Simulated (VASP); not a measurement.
Here is a VASP 6.6.1 calculation.

File POSCAR:

```
MgS
1.0
    0.0000000000      2.6188799723      2.6188799723
    2.6188799723      0.0000000000      2.6188799723
    2.6188799723      2.6188799723      0.0000000000
S Mg
1 1
Direct
    0.5000000000      0.5000000000      0.5000000000
    0.0000000000      0.0000000000      0.0000000000
```

INCAR.step1

```
SYSTEM = MgS
PREC = Accurate
ENCUT = 520
EDIFF = 1E-5
ISMEAR = -1
SIGMA = 0.05
LREAL = .False.
LASPH = .True.
NELM = 60
ALGO = Normal
ISIF = 2
LWAVE = .True.
GGA = PE
NBANDS = 11
```

File INCAR.step2:

```
SYSTEM = MgS
PREC = Accurate
ENCUT = 520
EDIFF = 1E-7
ISMEAR = -1
SIGMA = 0.05
LREAL = .False.
LASPH = .True.
NELM = 60
ALGO = Normal
ISIF = 2
LWAVE = .False.
LCHARG = .True.
GGA = PE
LHFCALC = .True.
HFSCREEN = 0.2079
PRECFOCK = Normal
LELF = .True.
LVHAR = .True.
ISTART = 1
NBANDS = 11
```

Contents of KPOINTS:

```
regular mesh
0
Gamma
  6 6 6
  0 0 0
```

Potentials or basis: VASP PAW PBE potentials, release 64 (S, Mg).

The run is started by

```sh
$ cat potpaw_PBE.64/S/POTCAR potpaw_PBE.64/Mg/POTCAR > POTCAR
$ cp INCAR.step1 INCAR
$ mpirun -np 1 vasp_std > vasp.out
$ cp INCAR.step2 INCAR
$ mpirun -np 1 vasp_std > vasp.out
```

Problem. What does it give for the pressure?

Solution. -2.2 GPa.

Problem. What does it give for the band gap on the k mesh?

Solution. 3.70 eV (least direct gap 4.63 eV).

Caveat: the PAW data sets were made with another functional, which shifts forces and pressure a little. A k mesh can miss the band edges.
